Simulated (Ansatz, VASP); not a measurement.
HgTe: VASP beside Ansatz

The input POSCAR:

```
HgTe
1.0
   -3.0456030000      3.0456030000      1.5594100000
    3.0456030000     -3.0456030000      1.5594100000
    3.0456030000      3.0456030000     -1.5594100000
Hg Te
1 1
Direct
    0.7500000000      0.2500000000      0.5000000000
    0.0000000000      0.0000000000      0.0000000000
```

Contents of INCAR.step1:

```
SYSTEM = HgTe
PREC = Accurate ; ENCUT = 600
ISMEAR = -1 ; SIGMA = 0.05
LREAL = .False. ; LASPH = .True.
NELM = 60 ; GGA = PE
ALGO = Normal ; EDIFF = 1E-4
LWAVE = .True. ; LCHARG = .False.
```

File INCAR.step2:

```
SYSTEM = HgTe
PREC = Accurate ; ENCUT = 600
EDIFF = 1E-6 ; ISMEAR = -1
SIGMA = 0.05 ; LREAL = .False.
LASPH = .True. ; NELM = 60
ALGO = Normal ; ISIF = 3
LWAVE = .False. ; LCHARG = .False.
METAGGA = R2SCAN ; LMIXTAU = .True.
IBRION = 2 ; NSW = 60
EDIFFG = -0.01 ; ISTART = 1
```

KPOINTS

```
regular mesh
0
Gamma
  10 10 10
  0 0 0
```

Contents of input.yaml:

```yaml
crystal:
  lattice:
    - [-3.045603, 3.045603, 1.55941]
    - [3.045603, -3.045603, 1.55941]
    - [3.045603, 3.045603, -1.55941]
  atoms:
    - { symbol: Hg, position: [0.75, 0.25, 0.5] }
    - { symbol: Te, position: [0.0, 0.0, 0.0] }
hamiltonian:
  xc: r2scan
  pseudopotentials: { kind: paw }
kpoints:
  mp_grid: { grid: [10, 10, 10] }
scf:
  occupations: { method: fermi_dirac, width: 0.05 }
output:
  forces: true
  stress: true
  eigenvalues: true
relax:
  f_tol: 0.01
  max_steps: 40
  cell: { stress_tol: 0.05 }
```

Alike in both runs: task relaxation of cell and atoms; functional r2SCAN; k mesh 10 × 10 × 10; occupations fermi-dirac, width 0.05 eV; no spin polarisation.

```csv
,VASP,Ansatz
version,VASP 6.6.1,Ansatz 0.2.0
potentials or method,"VASP PAW PBE potentials, release 64 (Hg, Te)",Ansatz PAW
plane-wave cutoff (eV),600,500
valence electrons in the cell,18,36
```

```csv
,VASP,Ansatz,Ansatz less VASP
"gap on the k mesh at the Fermi level, each at its own relaxed structure (eV)",none,none,-
relaxed volume (Å³/atom),28.07,27.99,-0.089
relaxed cell length with the largest relative difference (Å),4.459,4.454,-0.0048
```

VASP's potentials were made for PBE, not for r2SCAN. A gap of «none» marks a metal or a gap that the smearing closes. VASP's potentials hold 18 valence electrons a cell and Ansatz's 36, so a difference there can come from the potentials and not from the codes.

Spin-orbit coupling is off throughout. Noted on Ansatz's run: the plane-wave basis is chosen anew once the cell has moved, so the energies of steps on either side of that aren't comparable.
